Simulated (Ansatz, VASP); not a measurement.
# Two plane-wave programs on K4InP2

INCAR

```
SYSTEM = K4InP2
PREC = Accurate
ENCUT = 600
EDIFF = 1E-6
ISMEAR = 0
SIGMA = 0.0139
LREAL = .FALSE.
LASPH = .TRUE.
NELM = 100
ALGO = Normal
ISIF = 3
LWAVE = .FALSE.
LCHARG = .FALSE.
GGA = PS
IBRION = 2
NSW = 60
EDIFFG = -0.01
```

KPOINTS

```
regular mesh
0
G
  4 4 4
  0 0 0
```

File POSCAR:

```
K4InP2
1.0
    2.8337970000      4.9082800000      0.0000000000
   -2.8337970000      4.9082800000      0.0000000000
    0.0000000000     -3.2721830000      8.9869290000
K In P
4 1 2
Direct
    0.3891000000      0.3891000000      0.1673000000
    0.6109000000      0.6109000000      0.8327000000
    0.2080000000      0.2080000000      0.6240000000
    0.7920000000      0.7920000000      0.3760000000
    0.0000000000      0.0000000000      0.0000000000
    0.0883000000      0.0883000000      0.2649000000
    0.9117000000      0.9117000000      0.7351000000
```

Input for Ansatz:

```yaml
crystal:
  lattice:
    - [2.833797, 4.90828, 0.0]
    - [-2.833797, 4.90828, 0.0]
    - [0.0, -3.272183, 8.986929]
  atoms:
    - { symbol: K, position: [0.3891, 0.3891, 0.1673] }
    - { symbol: K, position: [0.6109, 0.6109, 0.8327] }
    - { symbol: In, position: [0.0, 0.0, 0.0] }
    - { symbol: P, position: [0.0883, 0.0883, 0.2649] }
    - { symbol: P, position: [0.9117, 0.9117, 0.7351] }
    - { symbol: K, position: [0.208, 0.208, 0.624] }
    - { symbol: K, position: [0.792, 0.792, 0.376] }
  symmetry: { tolerance: 0.0003 }
kpoints:
  mp_grid: { grid: [4, 4, 4], shift: [0, 0, 0] }
magnetization:
  spin_polarized: false
scf:
  occupations: { method: gaussian, width: 0.0139 }
hamiltonian:
  pseudopotentials: { kind: paw }
  xc: pbesol
basis:
  ecutwfc: 420
output:
  forces: true
  stress: true
  eigenvalues: true
relax:
  max_steps: 40
  cell: {}
```

Alike in both runs: task relaxation of cell and atoms; functional PBEsol; k mesh 4 × 4 × 4; occupations gaussian, width 0.0139 eV; no spin polarisation.

```csv
,VASP,Ansatz
version,VASP 6.6.1,Ansatz 0.2.0
potentials or method,"VASP PAW PBE potentials, release 64 (K_sv, In_d, P), cutoff 600 eV",PAW plane waves
valence electrons in the cell,59,59
```

Ansatz gave:

```
gap on the k mesh at the Fermi level, each at its own relaxed structure (eV) : none
relaxed volume (Å³/atom)                                                     : 36.34
```

Task: What did VASP give for the same quantities?

Result: gap on the k mesh at the Fermi level, each at its own relaxed structure (eV): none; relaxed volume (Å³/atom): 36.37.

VASP's potentials were made for PBE, not for PBEsol. A gap of «none» marks a metal or a gap that the smearing closes. Ansatz's warnings: structure snapped to symmetry.
